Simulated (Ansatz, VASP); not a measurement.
One calculation of Si2Ge3, two programs

```
CELL_PARAMETERS angstrom
2.79910 0.00000 0.00000
-1.39955 2.42409 0.00000
0.00000 0.00000 13.02443
ATOMIC_POSITIONS crystal
Si 0.00000 0.00000 0.90608
Si 0.00000 0.00000 0.09392
Ge 0.00000 0.00000 0.29099
Ge 0.00000 0.00000 0.50000
Ge 0.00000 0.00000 0.70901
```

Alike in both runs: functional PBE; k mesh 18 × 18 × 4; occupations gaussian, width 0.1 eV; no spin polarisation.

Ansatz relaxed the structure, and its values are those at the end. VASP's run is a single point on that final structure, the one shown.

```csv
,VASP,Ansatz
version,VASP 6.6.1,Ansatz 0.2.0
potentials or method,"VASP PAW PBE potentials, release 64 (Si, Ge_d), cutoff 520 eV","scalar-relativistic, plane waves, PAW"
valence electrons in the cell,50,50
```

```csv
,VASP,Ansatz,Ansatz less VASP
gap on the k mesh at the Fermi level (eV),none,none,-
pressure (GPa),0.1,0.0,-0.06
```

A gap of «none» marks a metal or a gap that the smearing closes.
